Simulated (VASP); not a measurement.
Input of a VASP 6.6.1 run:

INCAR

```
  ALGO = Fast
  EDIFF = 1E-6
  ENCUT = 520
  GGA = PS
  ISIF = 2
  ISMEAR = 0
  IVDW = 12
  LASPH = True
  LCHARG = True
  LELF = True
  LREAL = False
  LVHAR = True
  LWAVE = False
  NBANDS = 13
  NELM = 100
  PREC = Accurate
  SIGMA = 0.15
```

File KPOINTS:

```
k-points
0
Gamma
  18 18 18
```

POSCAR

```
Sn
1.0
   -1.8946518192      1.8946518192      1.6815034895
    1.8946518192     -1.8946518192      1.6815034895
    1.8946518192      1.8946518192     -1.6815034895
Sn
1
Direct
    0.0000000000      0.0000000000      0.0000000000
```

Potentials or basis: VASP PAW PBE potentials, release 64 (Sn_d).

Run with:

```console
$ cat potpaw_PBE.64/Sn_d/POTCAR > POTCAR
$ mpirun -np 1 vasp_std > vasp.out
```

Task: Estimate the pressure.

Result: 2.6 GPa.

Task: What does it give for the dispersion energy per atom?

Result: -0.441 eV.

Task: What does it give for the band gap on the k mesh?

Result: Zero (bands 7 and 8 overlap by 10.99 eV).

Stress tensor (GPa, compression positive):
```
2.52 0.00 0.00
0.00 2.52 0.00
0.00 0.00 2.61
```

Caveat: the cell differs from its parent crystal (strain -0.1125 x Voigt [0, 0, 1, 0, 0, 0]); the PAW data sets were made with another functional, which shifts forces and pressure a little; spin-orbit coupling is left out, which moves the levels of the heavy elements.
